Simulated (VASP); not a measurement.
# C (C2/m) in VASP: settings compared

C is run at these levels: PBE0, HSE06, PBE-based screened hybrid with 25 % exact exchange; tasks: single point.

Program: VASP 6.6.1. These are calculated values, not measurements. Logs are shortened: lines on timing, memory, paths and dates and some standing lists are left out, and cuts for length are marked.

**1. The cell of the first run**

The structure is monoclinic, space group C2/m (No. 12). Conventional cell: a = 4.197 Å, b = 2.423 Å, c = 3.714 Å, α = 90.00°, β = 111.49°, γ = 90.00°. C (site symmetry m) has 3 C at 1.40 Å within 1.9 Å.

**2. Single point, PBE0**

POSCAR

```
C
1.0
    2.0985692110     -1.2116819937      0.0000000000
    2.0985692110      1.2116819937      0.0000000000
   -1.3604312700      0.0000000000      3.4554887337
C
2
Direct
    0.1666444700      0.1666444700      0.9999069600
    0.8333555300      0.8333555300      0.0000930400
```

INCAR.step1

```
PREC = Accurate ; ENCUT = 520
EDIFF = 1E-5 ; ISMEAR = -1
SIGMA = 0.05 ; LREAL = F
LASPH = T ; NELM = 80
ALGO = Normal ; ISIF = 2
LWAVE = T ; LCHARG = F
GGA = PE ; NBANDS = 11
```

INCAR.step2

```
PREC = Accurate ; ENCUT = 520
EDIFF = 1E-7 ; ISMEAR = -1
SIGMA = 0.05 ; LREAL = F
LASPH = T ; NELM = 80
ALGO = Normal ; ISIF = 2
LWAVE = F ; LCHARG = F
GGA = PE ; LHFCALC = T
AEXX = 0.25 ; PRECFOCK = Normal
ISTART = 1 ; NBANDS = 11
```

KPOINTS

```
regular mesh
0
Gamma
  6 6 4
```

Potentials or basis: VASP PAW PBE potentials, release 64 (C).

Started as:

```console
$ cat potpaw_PBE.64/C/POTCAR > POTCAR
$ cp INCAR.step1 INCAR
$ mpirun -np 1 vasp_std > vasp.out
$ cp INCAR.step2 INCAR
$ mpirun -np 1 vasp_std > vasp.out
```

OUTCAR:

```text
PREC = Accurate
   ENCUT = 520
   EDIFF = 1E-7
   ISMEAR = -1
   LREAL = F
   LASPH = T
   NELM = 80
   ISIF = 2
   GGA = PE
   LHFCALC = T
   AEXX = 0.25
   PRECFOCK = Normal
   ISTART = 1

 ion  position               nearest neighbor table
   1  0.167  0.167  1.000-   2 1.40   2 1.40   2 1.40
   2  0.833  0.833  0.000-   1 1.40   1 1.40   1 1.40

  LATTYP: Found a base centered monoclinic cell.
 ALAT       =     4.1971384220
 B/A-ratio  =     0.5773848141
 C/A-ratio  =     0.8848045598
 COS(beta)  =    -0.3663329314

  Lattice vectors:

 A1 = (   2.0985692110,  -1.2116819937,   0.0000000000)
 A2 = (   2.0985692110,   1.2116819937,   0.0000000000)
 A3 = (  -1.3604312700,   0.0000000000,   3.4554887337)

Analysis of symmetry for initial positions (statically):
=====================================================================
 Subroutine PRICEL returns:
 Original cell was already a primitive cell.

 Routine SETGRP: Setting up the symmetry group for a
 base centered monoclinic supercell.

 Subroutine GETGRP returns: Found  4 space group operations
 (whereof  4 operations were pure point group operations)
 out of a pool of  4 trial point group operations.

The static configuration has the point symmetry C_2h.

Analysis of symmetry for dynamics (positions and initial velocities):
=====================================================================
 Subroutine PRICEL returns:
 Original cell was already a primitive cell.

 Routine SETGRP: Setting up the symmetry group for a
 base centered monoclinic supercell.

 Subroutine GETGRP returns: Found  4 space group operations
 (whereof  4 operations were pure point group operations)
 out of a pool of  4 trial point group operations.

The dynamic configuration has the point symmetry C_2h.

 Subroutine INISYM returns: Found  4 space group operations
 (whereof  4 operations are pure point group operations),
 and found     1 'primitive' translations

----------------------------------------------------------------------------------------

                                     Primitive cell

  volume of cell :      17.5732

  direct lattice vectors                    reciprocal lattice vectors
     2.098569211 -1.211681994  0.000000000     0.238257570 -0.412649526  0.093802374
     2.098569211  1.211681994  0.000000000     0.238257570  0.412649526  0.093802374
    -1.360431270  0.000000000  3.455488734     0.000000000  0.000000000  0.289394664

[... 93 lines left out ...]
   PSTRESS=    0.0 pullay stress
   NELECT =       8.0000    total number of electrons
   NUPDOWN=      -1.0000    fix difference up-down
   EMIN   =  10.00;   EMAX   =-10.00  energy-range for DOS
   EFERMI =   0.00;   METHOD = LEGACY
   ISMEAR =    -1;   SIGMA  =   0.05  broadening in eV -4-tet -1-fermi 0-gaus
   EFERMI_NEDOS =   21; number of points for ismear=-14 and -15
   IALGO  =     38    algorithm
   IMIX   =      1    mixing-type and parameters
     AMIX     =   0.40;   BMIX     =  1.00
     AMIX_MAG =   1.60;   BMIX_MAG =  1.00
  volume/ion in A,a.u.               =       8.79        59.29
  Fermi-wavevector in a.u.,A,eV,Ry     =   1.259373  2.379870 21.579114  1.586020
  Thomas-Fermi vector in A             =   2.392936
   LORBIT       =      0    0 simple, 1 ext, 2 COOP (PROOUT), +10 PAW based schemes
   GGA     = PE    functional components
   LHFCALC =     T    Hartree Fock is set to
   PRECFOCK=normal    Normal, Fast or Accurate (Low or Medium for compatibility)
   ENCUT4O =  -1.0   cutoff for four orbital integrals eV
   NKREDX  =     1    reduce k-point grid by
   NKREDY  =     1    reduce k-point grid by
   NKREDZ  =     1    reduce k-point grid by
   AEXX    =    0.2500 exact exchange contribution
   HFSCREEN=    0.0000 screening length (either q_TF or 0.3 A-1)
   HFSCREENC=   0.0000 screening length for correlation (either q_TF or 0.3 A-1)
   ENCUTFOCK=  -1.0 apply spherical cutoff to Coloumb kernel
   IVDW    =     0    specifies the selected vdW correction
   LEPSILON=     F    determine dielectric tensor
   LRPA    =     F    only Hartree local field effects (RPA)
 non-spin polarized calculation
  energy-cutoff  :      520.00
  volume of cell :       17.57
 maximum number of plane-waves:       486
 NGX is ok and might be reduce to    18
  NGX = 14; NGY = 14; NGZ = 24

 number of electron       8.0000001 magnetization

 Free energy of the ion-electron system (eV)
  ---------------------------------------------------
  ext. energy  EPLUGINS =         0.00000000
  ---------------------------------------------------
  free energy    TOTEN  =       -22.18346742 eV

  energy without entropy =      -22.18346721  energy(sigma->0) =      -22.18346731

 E-fermi :   4.6828     XC(G=0):  -8.0716

 val. band max:        4.0328868481   @ k =  -0.3333   0.3333   0.0000
 cond. band min:       5.3371752186   @ k =  -0.3333   0.3333   0.5000
 fundamental gap:      1.3042883705
 Fermi energy:         4.6827640286

 k-point     1 :       0.0000    0.0000    0.0000
  band No.  band energies     occupation
      1     -18.3647      2.00000
      2      -4.0054      2.00000
      3       0.2951      2.00000
      4       0.2986      2.00000
      5       9.2200      0.00000
      6      14.7001      0.00000
      7      14.7032      0.00000
      8      18.7566      0.00000
      9      20.2123      0.00000
     10      29.4642      0.00000
     11      31.1360      0.00000
[... 309 lines left out ...]
 k-point    24 :      -0.1667    0.1667    0.2500
  band No.  band energies     occupation
      1     -16.0540      2.00000
      2      -4.9899      2.00000
      3      -3.5298      2.00000
      4      -2.2970      2.00000
      5      12.8017      0.00000
      6      14.1259      0.00000
      7      16.4761      0.00000
      8      18.6164      0.00000
      9      23.4363      0.00000
     10      24.7693      0.00000
     11      29.8188      0.00000

 [... further k-points ...]
[... 5 lines left out ...]
  --------------------------------------------------------------------------------------
  -------------------------------------------------------------------------------------
  Total        1.7561814      1.7276603      0.0241921      0.0000000      0.0000000     -0.0111963
  in kB      160.1137163    157.5133988      2.2056327      0.0000000      0.0000000     -1.0207848
  external PRESSURE =     106.6109159 kB  Pullay stress =       0.0000000 kB

 VOLUME and BASIS-vectors are now :
 -----------------------------------------------------------------------------
  energy-cutoff  :      520.00
  volume of cell :       17.57
      direct lattice vectors                 reciprocal lattice vectors
     2.098569211 -1.211681994  0.000000000     0.238257570 -0.412649526  0.093802374
     2.098569211  1.211681994  0.000000000     0.238257570  0.412649526  0.093802374
    -1.360431270  0.000000000  3.455488734     0.000000000  0.000000000  0.289394664

 POSITION                                       TOTAL-FORCE (eV/Angst)
 -----------------------------------------------------------------------------------
     -0.66087      0.00000      3.45517         0.006091      0.000000     -0.063811
      3.49758      0.00000      0.00032        -0.006091      0.000000      0.063811
 -----------------------------------------------------------------------------------
    total drift:                               -0.000000      0.000000     -0.000000

  FREE ENERGIE OF THE ION-ELECTRON SYSTEM (eV)
  ---------------------------------------------------
  free  energy   TOTEN  =       -22.1834674160 eV

  energy  without entropy=      -22.1834672119  energy(sigma->0) =      -22.18346731
```

OUTCAR.step1:

```text
PREC = Accurate
   ENCUT = 520
   EDIFF = 1E-5
   ISMEAR = -1
   LREAL = F
[... 561 lines left out ...]
     -0.66087      0.00000      3.45517         0.003940      0.000000     -0.055622
      3.49758      0.00000      0.00032        -0.003940      0.000000      0.055622
 -----------------------------------------------------------------------------------
    total drift:                               -0.000000     -0.000000      0.000000

  FREE ENERGIE OF THE ION-ELECTRON SYSTEM (eV)
  ---------------------------------------------------
  free  energy   TOTEN  =       -18.3534100040 eV

  energy  without entropy=      -18.3531030347  energy(sigma->0) =      -18.35325652
```

It took 17 min on 1 thread of Intel Xeon 8259CL, shared host; peak memory 0.13 GiB.

Results:

```
Free energy   : -22.1835 eV
Pressure      : 10.7 GPa
Largest force : 0.064 eV/Å
```

Forces in eV/Å, atoms in the order of the input:
```
C    0.006  0.000 -0.064
C   -0.006  0.000  0.064
```

Stress tensor (GPa, compression positive):
```
16.01  0.00 -0.10
 0.00 15.75  0.00
-0.10  0.00  0.22
```

Caveat: the k points lie up to 0.51 Å⁻¹ apart; this functional lacks dispersion, which binds the layers, so the pressure and a relaxed spacing across them are unreliable; the PAW data sets were made with another functional, which shifts forces and pressure a little.

**3. Single point, PBE0**

This run uses another cell than the first one, of 8.97 Å³/atom.

POSCAR

```
C
1.0
    2.1130425595     -1.2200386853      0.0000000000
    2.1130425595      1.2200386853      0.0000000000
   -1.3698138511      0.0000000000      3.4793204435
C
2
Direct
    0.1666444700      0.1666444700      0.9999069600
    0.8333555300      0.8333555300      0.0000930400
```

INCAR.step1

```
  PREC = Accurate
  ENCUT = 520
  EDIFF = 1E-5
  ISMEAR = -1
  SIGMA = 0.05
  LREAL = F
  LASPH = T
  NELM = 60
  ALGO = Normal
  ISIF = 2
  LWAVE = T
  LCHARG = F
  GGA = PE
  NBANDS = 11
```

INCAR.step2

```
  PREC = Accurate
  ENCUT = 520
  EDIFF = 1E-7
  ISMEAR = -1
  SIGMA = 0.05
  LREAL = F
  LASPH = T
  NELM = 60
  ALGO = Normal
  ISIF = 2
  LWAVE = F
  LCHARG = F
  GGA = PE
  LHFCALC = T
  AEXX = 0.25
  PRECFOCK = Normal
  ISTART = 1
  NBANDS = 11
```

KPOINTS

```
Automatic mesh
0
Gamma
  6 6 4
```

Potentials or basis: VASP PAW PBE potentials, release 64 (C).

Started as:

```console
$ cat potpaw_PBE.64/C/POTCAR > POTCAR
$ cp INCAR.step1 INCAR
$ mpirun -np 1 vasp_std > vasp.out
$ cp INCAR.step2 INCAR
$ mpirun -np 1 vasp_std > vasp.out
```

OUTCAR:

```text
PREC = Accurate
   ENCUT = 520
   EDIFF = 1E-7
   ISMEAR = -1
   LREAL = F
   LASPH = T
   NELM = 60
   ISIF = 2
   GGA = PE
   LHFCALC = T
   AEXX = 0.25
   PRECFOCK = Normal
   ISTART = 1

 ion  position               nearest neighbor table
   1  0.167  0.167  1.000-   2 1.41   2 1.41   2 1.41
   2  0.833  0.833  0.000-   1 1.41   1 1.41   1 1.41

  LATTYP: Found a base centered monoclinic cell.
 ALAT       =     4.2260851190
 B/A-ratio  =     0.5773848141
 C/A-ratio  =     0.8848045598
 COS(beta)  =    -0.3663329314

  Lattice vectors:

 A1 = (   2.1130425595,  -1.2200386853,   0.0000000000)
 A2 = (   2.1130425595,   1.2200386853,   0.0000000000)
 A3 = (  -1.3698138511,   0.0000000000,   3.4793204435)

Analysis of symmetry for initial positions (statically):
=====================================================================
 Subroutine PRICEL returns:
 Original cell was already a primitive cell.

 Routine SETGRP: Setting up the symmetry group for a
 base centered monoclinic supercell.

 Subroutine GETGRP returns: Found  4 space group operations
 (whereof  4 operations were pure point group operations)
 out of a pool of  4 trial point group operations.

The static configuration has the point symmetry C_2h.

Analysis of symmetry for dynamics (positions and initial velocities):
=====================================================================
 Subroutine PRICEL returns:
 Original cell was already a primitive cell.

 Routine SETGRP: Setting up the symmetry group for a
 base centered monoclinic supercell.

 Subroutine GETGRP returns: Found  4 space group operations
 (whereof  4 operations were pure point group operations)
 out of a pool of  4 trial point group operations.

The dynamic configuration has the point symmetry C_2h.

 Subroutine INISYM returns: Found  4 space group operations
 (whereof  4 operations are pure point group operations),
 and found     1 'primitive' translations

[... 120 lines left out ...]
   LHFCALC =     T    Hartree Fock is set to
   PRECFOCK=normal    Normal, Fast or Accurate (Low or Medium for compatibility)
   ENCUT4O =  -1.0   cutoff for four orbital integrals eV
   NKREDX  =     1    reduce k-point grid by
   NKREDY  =     1    reduce k-point grid by
   NKREDZ  =     1    reduce k-point grid by
   AEXX    =    0.2500 exact exchange contribution
   HFSCREEN=    0.0000 screening length (either q_TF or 0.3 A-1)
   HFSCREENC=   0.0000 screening length for correlation (either q_TF or 0.3 A-1)
   ENCUTFOCK=  -1.0 apply spherical cutoff to Coloumb kernel
   IVDW    =     0    specifies the selected vdW correction
   LEPSILON=     F    determine dielectric tensor
   LRPA    =     F    only Hartree local field effects (RPA)
 non-spin polarized calculation
  energy-cutoff  :      520.00
  volume of cell :       17.94
 maximum number of plane-waves:       497
  NGX = 14; NGY = 14; NGZ = 24

 number of electron       8.0000000 magnetization

 Free energy of the ion-electron system (eV)
  ---------------------------------------------------
  ext. energy  EPLUGINS =         0.00000000
  ---------------------------------------------------
  free energy    TOTEN  =       -22.20077723 eV

  energy without entropy =      -22.20077698  energy(sigma->0) =      -22.20077710

 E-fermi :   4.4992     XC(G=0):  -8.0034

 val. band max:        3.8604211420   @ k =  -0.3333   0.3333   0.0000
 cond. band min:       5.1422508584   @ k =  -0.3333   0.3333   0.5000
 fundamental gap:      1.2818297164
 Fermi energy:         4.4992396762

 k-point     1 :       0.0000    0.0000    0.0000
  band No.  band energies     occupation
      1     -18.3623      2.00000
      2      -4.0631      2.00000
      3       0.1061      2.00000
      4       0.1095      2.00000
      5       9.0663      0.00000
      6      14.3730      0.00000
      7      14.3763      0.00000
      8      18.3033      0.00000
      9      19.5226      0.00000
     10      28.9903      0.00000
     11      30.6193      0.00000
[... 309 lines left out ...]
 k-point    24 :      -0.1667    0.1667    0.2500
  band No.  band energies     occupation
      1     -16.0824      2.00000
      2      -5.1401      2.00000
      3      -3.6450      2.00000
      4      -2.3689      2.00000
      5      12.4860      0.00000
      6      13.8930      0.00000
      7      16.1120      0.00000
      8      18.1199      0.00000
      9      23.0992      0.00000
     10      24.2346      0.00000
     11      29.3018      0.00000

 [... further k-points ...]
[... 5 lines left out ...]
  --------------------------------------------------------------------------------------
  -------------------------------------------------------------------------------------
  Total        0.7335603      0.7056517      0.0129451      0.0000000      0.0000000     -0.0109195
  in kB       65.5149049     63.0223641      1.1561403      0.0000000      0.0000000     -0.9752343
  external PRESSURE =      43.2311364 kB  Pullay stress =       0.0000000 kB

 VOLUME and BASIS-vectors are now :
 -----------------------------------------------------------------------------
  energy-cutoff  :      520.00
  volume of cell :       17.94
      direct lattice vectors                 reciprocal lattice vectors
     2.113042560 -1.220038685  0.000000000     0.236625617 -0.409823070  0.093159872
     2.113042560  1.220038685  0.000000000     0.236625617  0.409823070  0.093159872
    -1.369813851  0.000000000  3.479320443     0.000000000  0.000000000  0.287412446

 POSITION                                       TOTAL-FORCE (eV/Angst)
 -----------------------------------------------------------------------------------
     -0.66543      0.00000      3.47900         0.005684      0.000000     -0.061307
      3.52170      0.00000      0.00032        -0.005684      0.000000      0.061307
 -----------------------------------------------------------------------------------
    total drift:                                0.000000     -0.000000     -0.000000

  FREE ENERGIE OF THE ION-ELECTRON SYSTEM (eV)
  ---------------------------------------------------
  free  energy   TOTEN  =       -22.2007772315 eV

  energy  without entropy=      -22.2007769767  energy(sigma->0) =      -22.20077710
```

It took 18 min on 1 thread of Intel Xeon 8259CL, shared host; peak memory 0.13 GiB.

What came out:

| Item | Value |
| --- | --- |
| Free energy | -22.2008 eV |
| Pressure | 4.3 GPa |
| Largest force | 0.062 eV/Å |

Forces in eV/Å, atoms in the order of the input:
```
C    0.006  0.000 -0.061
C   -0.006  0.000  0.061
```

Caveat: the k points lie up to 0.51 Å⁻¹ apart; this functional lacks dispersion, which binds the layers, so the pressure and a relaxed spacing across them are unreliable; the PAW data sets were made with another functional, which shifts forces and pressure a little.

(Part 1 of 2 ends here.)
